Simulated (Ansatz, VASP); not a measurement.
# One calculation of BN, two programs

```xyz
2
Lattice="0.0000 1.6780 1.6780 1.6780 0.0000 1.6780 1.6780 1.6780 0.0000" Properties=species:S:1:pos:R:3 pbc="T T T"
B     0.0000    0.0000    0.0000
N     0.8390    0.8390    0.8390
```

Alike in both runs: task single point; functional PBE; k mesh 10 × 10 × 10; no spin polarisation.

|  | VASP | Ansatz |
| --- | --- | --- |
| version | VASP 6.6.1 | Ansatz 0.2.0 |
| potentials or method | VASP PAW PBE potentials, release 64 (B, N), cutoff 600 eV | scalar-relativistic, plane waves, PAW |
| occupations | gaussian, width 0.01 eV | fixed |
| valence electrons in the cell | 8 | 8 |

|  | VASP | Ansatz | Ansatz less VASP |
| --- | --- | --- | --- |
| gap on the k mesh at the Fermi level (eV) | 4.66 | 4.69 | +0.023 |
| least direct gap on the mesh (eV) | 9.89 | 9.91 | +0.019 |
